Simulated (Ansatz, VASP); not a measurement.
## C in VASP and in Ansatz

INCAR

```
SYSTEM = C
ALGO     = Normal         ! electronic algorithm
EDIFF    = 1E-6           ! SCF threshold, eV
ENCUT    = 520            ! plane-wave cutoff, eV
GGA      = PS             ! functional
ISIF     = 2              ! what is computed and relaxed
ISMEAR   = 0              ! smearing method
LASPH    = .True.         ! aspherical terms in the spheres
LCHARG   = .False.        ! write CHGCAR
LREAL    = .False.        ! projectors in reciprocal space
LWAVE    = .False.        ! write WAVECAR
NBANDS   = 16             ! bands
NELM     = 80             ! most SCF steps
PREC     = Accurate       ! precision mode
SIGMA    = 0.15           ! smearing width, eV
```

Contents of KPOINTS:

```
k-points
0
Gamma
  21 21 6
  0 0 0
```

POSCAR

```
C
1.0
    1.2509928469     -2.0536052080      0.0000000000
    1.2509928469      2.0536052080      0.0000000000
    0.0000000000      0.0000000000      7.1162618684
C
4
Direct
    0.0833216498      0.9166783502      0.7498439858
    0.5833216498      0.4166783502      0.2501560142
    0.9166783502      0.0833216498      0.2501560142
    0.4166783502      0.5833216498      0.7498439858
```

Input for Ansatz:

```yaml
crystal:
  lattice:
    - [1.2509928469, -2.053605208, 0.0]
    - [1.2509928469, 2.053605208, 0.0]
    - [0.0, 0.0, 7.1162618684]
  atoms:
    - { symbol: C, position: [0.0833216498, 0.9166783502, 0.7498439858] }
    - { symbol: C, position: [0.5833216498, 0.4166783502, 0.2501560142] }
    - { symbol: C, position: [0.9166783502, 0.0833216498, 0.2501560142] }
    - { symbol: C, position: [0.4166783502, 0.5833216498, 0.7498439858] }
basis:
  ecutwfc: 520.0
kpoints:
  mp_grid: { grid: [21, 21, 6] }
hamiltonian:
  xc: pbesol
  pseudopotentials: { kind: paw, azcp: { folder: soft_1 } }
scf:
  occupations: { method: gaussian, width: 0.15 }
output:
  forces: true
  stress: true
  eigenvalues: true
```

Change from the starting cell: volume 9.141 Å^3 an atom, stretch along a over the lengths across it, relative to the relaxed cell 1.0549.

Alike in both runs: task single point; functional PBEsol; k mesh 21 × 21 × 6; occupations gaussian, width 0.15 eV; no spin polarisation.

|  | VASP | Ansatz |
| --- | --- | --- |
| version | VASP 6.6.1 | Ansatz 0.2.0 |
| potentials or method | VASP PAW PBE potentials, release 64 (C), cutoff 520 eV | scalar-relativistic, plane waves, PAW |
| valence electrons in the cell | 16 | 16 |

VASP gave:

```
gap on the k mesh at the Fermi level (eV)                     : none
pressure (GPa)                                                : 9.3
traceless stress, the component that is largest in VASP (GPa) : 28.84
rms of the force components (eV/Å)                            : 0.522
```

Question: What did Ansatz give for the same quantities?

Answer: gap on the k mesh at the Fermi level (eV): none; pressure (GPa): 8.6; traceless stress, the component that is largest in VASP (GPa): 28.36; rms of the force components (eV/Å): 0.515.

VASP's potentials were made for PBE, not for PBEsol, and Ansatz warns of the same on its side. Atom by atom the forces differ by 0.007 eV/Å (rms over components). A gap of «none» marks a metal or a gap that the smearing closes.
